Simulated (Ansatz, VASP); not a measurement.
Given: the input of a run of Ansatz 0.2.0 on Ta.

Contents of input.yaml:

```yaml
crystal:
  lattice:
    - [-1.6175709496, 1.6175709496, 1.6175709496]
    - [1.6175709496, -1.6175709496, 1.6175709496]
    - [1.6175709496, 1.6175709496, -1.6175709496]
  atoms:
    - { symbol: Ta, position: [0.0, 0.0, 0.0] }
hamiltonian:
  xc: lda
  pseudopotentials: { kind: paw }
kpoints:
  mp_grid: { grid: [11, 11, 11] }
scf:
  occupations: { method: fermi_dirac, width: 0.05 }
output:
  forces: true
  stress: true
  eigenvalues: true
```

Potentials or basis: Ansatz PAW.

The run is started by

```bash
$ ansatz run input.yaml --threads 2 --pin off --max-ram 5632MiB --backend cpu --events-out ev --progress --plain --runs-dir out
```

Set up the same calculation for VASP 6.6.1. Potentials there: VASP PAW LDA potentials, release 64 (Ta_pv).

As run (the cutoff follows the program's own potentials):

The input INCAR:

```
SYSTEM = Ta
ALGO = Normal
EDIFF = 1E-7
ENCUT = 520
GGA = CA
ISIF = 2
ISMEAR = -1
LASPH = .True.
LCHARG = .False.
LREAL = .False.
LWAVE = .False.
NBANDS = 12
NELM = 80
PREC = Accurate
SIGMA = 0.05
```

The input KPOINTS:

```
k-points
0
Gamma
  11 11 11
  0 0 0
```

Contents of POSCAR:

```
Ta
1.0
   -1.6175709496      1.6175709496      1.6175709496
    1.6175709496     -1.6175709496      1.6175709496
    1.6175709496      1.6175709496     -1.6175709496
Ta
1
Direct
    0.0000000000      0.0000000000      0.0000000000
```

Potentials or basis: VASP PAW LDA potentials, release 64 (Ta_pv).

Command:

```console
$ cat potpaw_LDA.64/Ta_pv/POTCAR > POTCAR
$ mpirun -np 1 vasp_std > vasp.out
```

Both were run:

|  | VASP | Ansatz | Ansatz less VASP |
| --- | --- | --- | --- |
| gap on the k mesh at the Fermi level (eV) | none | none | - |
| pressure (GPa) | 4.9 | 3.9 | -1.01 |

LDA's correlation is that of Perdew and Zunger in VASP and of Perdew and Wang (1992) in Ansatz. A gap of «none» marks a metal or a gap that the smearing closes. VASP's potentials hold 11 valence electrons a cell and Ansatz's 13, so a difference there can come from the potentials and not from the codes.

Spin-orbit coupling is off throughout.
